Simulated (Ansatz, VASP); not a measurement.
**Two plane-wave programs on C**

```
C
1.0
     1.22803    0.70900    3.43069
    -1.22803    0.70900    3.43069
     0.00000   -1.41800    3.43069
C
2
Direct
  0.16400 0.16400 0.16400
  0.83600 0.83600 0.83600
```

Change from the starting cell: strain +0.000 along x and y, +0.025 along z, atoms carried along.

Alike in both runs: task single point; functional r2SCAN; k mesh 12 × 12 × 12; occupations gaussian, width 0.05 eV; no spin polarisation.

```csv
,VASP,Ansatz
version,VASP 6.6.1,Ansatz 0.2.0
potentials or method,"VASP PAW PBE potentials, release 64 (C), cutoff 520 eV","scalar-relativistic, plane waves, PAW"
valence electrons in the cell,8,8
```

VASP gave:

| Item | Value |
| --- | --- |
| gap on the k mesh at the Fermi level (eV) | 0.69 |
| least direct gap on the mesh (eV) | 0.69 |
| pressure (GPa) | 0.6 |
| traceless stress, the component that is largest in VASP (GPa) | -0.71 |
| rms of the force components (eV/Å) | 0.535 |

Estimate Ansatz's values.

gap on the k mesh at the Fermi level (eV): 0.69; least direct gap on the mesh (eV): 0.69; pressure (GPa): -0.1; traceless stress, the component that is largest in VASP (GPa): 0.06; rms of the force components (eV/Å): 0.540.

VASP's potentials were made for PBE, not for r2SCAN. Atom by atom the forces differ by 0.005 eV/Å (rms over components).
